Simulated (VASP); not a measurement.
Wanted: the native input for a VASP 6.6.1 run.

```
Task                   : single point
Functional             : PBE
Potentials or basis    : VASP PAW PBE potentials, release 64 (P)
Cutoff                 : 520 eV
k mesh                 : 17 × 17 × 10
Occupations            : fermi-dirac, width 0.05 eV
Spin                   : no spin polarisation
Dipole correction      : no
Further INCAR settings : ALGO = Normal; EDIFF = 1e-06; NBANDS = 12
```

The structure of P lies in POSCAR:

```
P
1.0
    2.0615769313      0.0000000000      0.0000000000
   -1.0307884657      1.7853779944      0.0000000000
    0.0000000000      0.0000000000      3.3930963022
P
2
Direct
    0.3333333333      0.6666666667      0.2500000000
    0.6666666667      0.3333333333      0.7500000000
```

This isn't the form of P at room conditions, which is orthorhombic.

The input as run:

INCAR

```
SYSTEM = P
  ALGO = Normal
  EDIFF = 1E-6
  ENCUT = 520
  GGA = PE
  ISIF = 2
  ISMEAR = -1
  LASPH = .True.
  LCHARG = .False.
  LREAL = .False.
  LWAVE = .False.
  NBANDS = 12
  NELM = 100
  PREC = Accurate
  SIGMA = 0.05
```

KPOINTS

```
k-points
0
Gamma
  17 17 10
  0 0 0
```

Potentials or basis: VASP PAW PBE potentials, release 64 (P).

Launch:

```console
$ cat potpaw_PBE.64/P/POTCAR > POTCAR
$ mpirun -np 1 vasp_std > vasp.out
```

Results of the run:

The pressure is 387.5 GPa and the band gap on the k mesh is zero (bands 5 and 6 overlap by 20.80 eV).

Caveat: the cell stands under pressure.

It took 10 s on 1 thread of Intel(R) Xeon(R) Platinum 8488C (Sapphire Rapids), with other jobs on the host, peak memory 0.13 GiB.
